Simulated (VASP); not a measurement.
Set up this calculation in VASP 6.6.1, as the native input.

```yaml
Task: single point
Functional: HSE06
Potentials_or_basis: VASP PAW PBE potentials, release 64 (Cd)
Cutoff: 520 eV
k_mesh: 8 × 8 × 8
Occupations: gaussian, width 0.05 eV
Spin: no spin polarisation
Dipole_correction: no
Grid_for_exact_exchange_PRECFOCK: Normal
Further_INCAR_settings: ALGO = Normal; EDIFF = 1e-06; NBANDS = 12
Share_of_exact_exchange: 0.25
Screening_parameter: 0.2079 1/Å
```

Cd:

```
Cd
1.0
    -1.77807    1.77807    1.77807
     1.77807   -1.77807    1.77807
     1.77807    1.77807   -1.77807
Cd
1
Direct
  0.00000 0.00000 0.00000
```

This isn't the form of Cd at room conditions, which is hcp.

One way to write it, as run:

POSCAR

```
Cd
1.0
   -1.7780696473      1.7780696473      1.7780696473
    1.7780696473     -1.7780696473      1.7780696473
    1.7780696473      1.7780696473     -1.7780696473
Cd
1
Direct
    0.0000000000      0.0000000000      0.0000000000
```

INCAR.step1

```
SYSTEM = Cd
ALGO = Normal
EDIFF = 1E-5
ENCUT = 520
GGA = PE
ISIF = 2
ISMEAR = 0
LASPH = .TRUE.
LCHARG = .FALSE.
LREAL = .FALSE.
LWAVE = .TRUE.
NBANDS = 12
NELM = 100
PREC = Accurate
SIGMA = 0.05
```

INCAR.step2

```
SYSTEM = Cd
ALGO = Normal
EDIFF = 1E-6
ENCUT = 520
GGA = PE
HFSCREEN = 0.2079
ISIF = 2
ISMEAR = 0
ISTART = 1
LASPH = .TRUE.
LCHARG = .FALSE.
LHFCALC = .TRUE.
LREAL = .FALSE.
LWAVE = .FALSE.
NBANDS = 12
NELM = 100
PREC = Accurate
PRECFOCK = Normal
SIGMA = 0.05
```

KPOINTS

```
k-points
0
G
  8 8 8
  0 0 0
```

Potentials or basis: VASP PAW PBE potentials, release 64 (Cd).

Launch:

```bash
$ cat potpaw_PBE.64/Cd/POTCAR > POTCAR
$ cp INCAR.step1 INCAR
$ mpirun -np 1 vasp_std > vasp.out
$ cp INCAR.step2 INCAR
$ mpirun -np 1 vasp_std > vasp.out
```

It gave:

The pressure is -0.4 GPa and the band gap on the k mesh is zero (bands 6 and 7 overlap by 4.80 eV).

Caveat: the PAW data sets were made with another functional, which shifts forces and pressure a little.

Run time: 66 min on 1 thread of AMD EPYC 7R43 64-Core Processor (Zen 3), on a shared host, peak memory 0.22 GiB.
